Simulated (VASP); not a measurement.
# Fe (Im-3m) in VASP: relaxation of cell and atoms with PBE

Aim: the relaxation of cell and atoms of Fe with PBE.

All numbers are computed with VASP 6.6.1; they aren't measurements. Logs are shortened: lines on timing, memory, paths and dates and some standing lists are left out, and cuts for length are marked.

## Step 1: The cell of the first run

Symmetry: Im-3m, No. 229, cubic system. Conventional cell: a = 2.833 Å, b = 2.833 Å, c = 2.833 Å, α = 90.00°, β = 90.00°, γ = 90.00°. Within 3.2 Å of Fe (site symmetry m-3m) lie 14 Fe at 2.45 to 2.83 Å.

## Step 2: Relaxation of cell and atoms, PBE, collinear spin, ferromagnetic start

The input, INCAR:

```
SYSTEM = Fe
  PREC = Accurate
  ENCUT = 600
  EDIFF = 1E-7
  ISMEAR = -1
  SIGMA = 0.08
  LREAL = .FALSE.
  LASPH = .TRUE.
  NELM = 150
  ALGO = Normal
  ISIF = 3
  LWAVE = .FALSE.
  LCHARG = .FALSE.
  ISPIN = 2
  MAGMOM = 2.5
  LORBIT = 11
  LMAXMIX = 4
  GGA = PE
  IBRION = 2
  NSW = 60
  EDIFFG = -0.005
```

The input, KPOINTS:

```
regular mesh
0
G
  25 25 25
  0 0 0
```

The input, POSCAR:

```
Fe
1.0
   -1.4163059443      1.4163059443      1.4163059443
    1.4163059443     -1.4163059443      1.4163059443
    1.4163059443      1.4163059443     -1.4163059443
Fe
1
Direct
    0.0000000000      0.0000000000      0.0000000000
```

Potentials or basis: VASP PAW PBE potentials, release 64 (Fe).

Run with:

```sh
cat potpaw_PBE.64/Fe/POTCAR > POTCAR
mpirun -np 1 vasp_std > vasp.out
```

OUTCAR:

```text
SYSTEM = Fe
   PREC = Accurate
   ENCUT = 600
   EDIFF = 1E-7
   ISMEAR = -1
   LREAL = .FALSE.
   LASPH = .TRUE.
   NELM = 150
   ISIF = 3
   ISPIN = 2
   LORBIT = 11
   GGA = PE
   IBRION = 2
   NSW = 60
   EDIFFG = -0.005

 ion  position               nearest neighbor table
   1  0.000  0.000  0.000-

  LATTYP: Found a body centered cubic cell.
 ALAT       =     2.8326118886

  Lattice vectors:

 A1 = (  -1.4163059443,   1.4163059443,   1.4163059443)
 A2 = (   1.4163059443,  -1.4163059443,   1.4163059443)
 A3 = (   1.4163059443,   1.4163059443,  -1.4163059443)

Analysis of symmetry for initial positions (statically):
=====================================================================
 Subroutine PRICEL returns:
 Original cell was already a primitive cell.

 Routine SETGRP: Setting up the symmetry group for a
 body centered cubic supercell.

 Subroutine GETGRP returns: Found 48 space group operations
 (whereof 48 operations were pure point group operations)
 out of a pool of 48 trial point group operations.

The static configuration has the point symmetry O_h .

Analysis of symmetry for dynamics (positions and initial velocities):
=====================================================================
 Subroutine PRICEL returns:
 Original cell was already a primitive cell.

 Routine SETGRP: Setting up the symmetry group for a
 body centered cubic supercell.

 Subroutine GETGRP returns: Found 48 space group operations
 (whereof 48 operations were pure point group operations)
 out of a pool of 48 trial point group operations.

The dynamic configuration has the point symmetry O_h .

Analysis of structural, dynamic, and magnetic symmetry:
=====================================================================
 Subroutine PRICEL returns:
 Original cell was already a primitive cell.

 Routine SETGRP: Setting up the symmetry group for a
 body centered cubic supercell.

 Subroutine GETGRP returns: Found 48 space group operations
 (whereof 48 operations were pure point group operations)
 out of a pool of 48 trial point group operations.

The overall configuration has the point symmetry O_h .

 Subroutine INISYM returns: Found 48 space group operations
 (whereof 48 operations are pure point group operations),
 and found     1 'primitive' translations

----------------------------------------------------------------------------------------

                                     Primitive cell

  volume of cell :      11.3640

  direct lattice vectors                    reciprocal lattice vectors
    -1.416305944  1.416305944  1.416305944     0.000000000  0.353031068  0.353031068
[... 104 lines left out ...]
     AMIX_MAG =   1.60;   BMIX_MAG =  1.00
  volume/ion in A,a.u.               =      11.36        76.69
  Fermi-wavevector in a.u.,A,eV,Ry     =   1.456334  2.752073 28.856728  2.120910
  Thomas-Fermi vector in A             =   2.573265
   LORBIT       =     11    0 simple, 1 ext, 2 COOP (PROOUT), +10 PAW based schemes
   GGA     = PE    functional components
   LHFCALC =     F    Hartree Fock is set to
   AEXX    =    0.0000 exact exchange contribution
   IVDW    =     0    specifies the selected vdW correction
   LEPSILON=     F    determine dielectric tensor
   LRPA    =     F    only Hartree local field effects (RPA)
 conjugate gradient relaxation of ions
 spin polarized calculation
  energy-cutoff  :      600.00
  volume of cell :       11.36
 maximum number of plane-waves:       390
   NGX =  9   NGY =  9   NGZ =  9

--------------------------------------- Ionic step        1  -------------------------------------------

 number of electron       8.0000006 magnetization       2.1820009

 Free energy of the ion-electron system (eV)
  ---------------------------------------------------
  ext. energy  EPLUGINS =         0.00000000
  ---------------------------------------------------
  free energy    TOTEN  =        -8.25251467 eV

  energy without entropy =       -8.23216446  energy(sigma->0) =       -8.24233956

------------------------ aborting loop because EDIFF is reached ----------------------------------------

  FORCE on cell =-STRESS in cart. coord.  units (eV):
  Direction    XX          YY          ZZ          XY          YZ          ZX
  --------------------------------------------------------------------------------------
  -------------------------------------------------------------------------------------
  Total       -0.0260280     -0.0260280     -0.0260280      0.0000000     -0.0000000     -0.0000000
  in kB       -3.6696161     -3.6696161     -3.6696161      0.0000000     -0.0000000     -0.0000000
  external PRESSURE =      -3.6696161 kB  Pullay stress =       0.0000000 kB
[... 57 lines left out ...]
--------------------------------------- Ionic step        3  -------------------------------------------

 number of electron       8.0000006 magnetization       2.1782884

 Free energy of the ion-electron system (eV)
  ---------------------------------------------------
  ext. energy  EPLUGINS =         0.00000000
  ---------------------------------------------------
  free energy    TOTEN  =        -8.25254374 eV

  energy without entropy =       -8.23223623  energy(sigma->0) =       -8.24238998

 E-fermi :   5.8452     XC(G=0): -13.1274

 val. band max:        5.8383799577   @ k =  -0.4400  -0.4400   0.1200
 cond. band min:       5.8454076401   @ k =   0.4000   0.0400   0.0400
 fundamental gap:      0.0070276825
 Fermi energy:         5.8452394536

 spin component 1

 k-point     1 :       0.0000    0.0000    0.0000
  band No.  band energies     occupation
      1      -2.6006      1.00000
      2       3.5412      1.00000
      3       3.5412      1.00000
      4       3.5412      1.00000
      5       4.7526      1.00000
      6       4.7526      1.00000
      7      30.8822      0.00000
      8      30.8822      0.00000
      9      30.8822      0.00000
[... 265 lines left out ...]
 k-point    24 :       0.4400    0.0400   -0.0000
  band No.  band energies     occupation
      1       0.9472      1.00000
      2       2.4787      1.00000
      3       4.7723      1.00000
      4       4.8694      0.99999
      5       5.7500      0.76672
      6       6.6684      0.00003
      7      13.6154      0.00000
      8      24.0261      0.00000
      9      25.8814      0.00000

 [... further k-points ...]

 spin component 2

 k-point     1 :       0.0000    0.0000    0.0000
  band No.  band energies     occupation
      1      -2.4341      1.00000
      2       5.4362      0.99402
      3       5.4363      0.99401
      4       5.4363      0.99401
      5       7.4969      0.00000
      6       7.4970      0.00000
      7      30.6319      0.00000
      8      30.6319      0.00000
      9      30.6319      0.00000
[... 304 lines left out ...]
  FREE ENERGIE OF THE ION-ELECTRON SYSTEM (eV)
  ---------------------------------------------------
  free  energy   TOTEN  =        -8.2525437363 eV

  energy  without entropy=       -8.2322362306  energy(sigma->0) =       -8.24238998

 reached required accuracy - stopping structural energy minimisation

 total charge

# of ion       s       p       d       tot
------------------------------------------
    1        0.488   0.542   6.242   7.272

 magnetization (x)

# of ion       s       p       d       tot
------------------------------------------
    1       -0.013  -0.055   2.244   2.175
```

Run time: 4.2 min. Hardware: 1 thread of Oxide Virtual Turin-like, shared host; peak memory 0.18 GiB.

What came out:

| Item | Value |
| --- | --- |
| Free energy | -8.2525 eV |
| Relaxed volume | 11.34 Å³/atom |
| Relaxed cell | a = 2.451 Å, b = 2.451 Å, c = 2.451 Å, α = 109.47°, β = 109.47°, γ = 109.47° |
| Space group after relaxing (to 0.1 Å) | Im-3m (No. 229) |
| Energy gained by relaxing | 0.0 meV/atom |
| Ionic steps | 3 |
| Pressure after relaxing | 0.0 GPa |
| Net moment | 2.18 μB per cell |
| Site moments | Fe +2.17 μB |
| Valence electrons inside the program's atomic spheres | Fe 7.27 |

Final structure:
```cif
data_structure
_symmetry_space_group_name_H-M 'P 1'
_symmetry_Int_Tables_number 1
_cell_length_a 2.4514
_cell_length_b 2.4514
_cell_length_c 2.4514
_cell_angle_alpha 109.471
_cell_angle_beta 109.471
_cell_angle_gamma 109.471
_cell_volume 11.34
loop_
_atom_site_label
_atom_site_type_symbol
_atom_site_fract_x
_atom_site_fract_y
_atom_site_fract_z
_atom_site_occupancy
Fe1 Fe 0.00000 0.00000 0.00000 1
```

Levels at points of the mesh, in eV from the Fermi level:
Spin up:
```tsv
k point	band 1	band 2	band 3	band 4	band 5	band 6	band 7	band 8	band 9
(0.00, 0.00, 0.00)	-8.45	-2.30	-2.30	-2.30	-1.09	-1.09	25.04	25.04	25.04
```
Spin down:
| k point | band 1 | band 2 | band 3 | band 4 | band 5 | band 6 |
| --- | --- | --- | --- | --- | --- | --- |
| (0.00, 0.00, 0.00) | -8.28 | -0.41 | -0.41 | -0.41 | 1.65 | 1.65 |
